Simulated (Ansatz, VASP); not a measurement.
**Sr in VASP and in Ansatz**

```
Sr
1.0
     3.27070    0.00000    0.00000
    -1.63535    2.83251    0.00000
     0.00000    0.00000   10.71006
Sr
4
Direct
  0.00000 0.00000 0.00000
  0.00000 0.00000 0.50000
  0.33333 0.66667 0.25000
  0.66667 0.33333 0.75000
```

Change from the starting cell: volume scaled by 0.45, crystal datasets.

Alike in both runs: task single point; functional PBE; k mesh 9 × 9 × 3; occupations fermi-dirac, width 0.08 eV; no spin polarisation.

|  | VASP | Ansatz |
| --- | --- | --- |
| version | VASP 6.6.1 | Ansatz 0.2.0 |
| potentials or method | VASP PAW PBE potentials, release 64 (Sr_sv), cutoff 520 eV | all-electron PAW with datasets made for the crystal, scalar-relativistic |

|  | VASP | Ansatz | Ansatz less VASP |
| --- | --- | --- | --- |
| pressure (GPa) | 28.9 | 28.5 | -0.34 |
| traceless stress, the component that is largest in VASP (GPa) | -0.21 | -0.22 | -0.003 |

Both programs put the cell under a high pressure, so it lies far from rest at this level. Ansatz ran all-electron here, and VASP with PAW potentials.
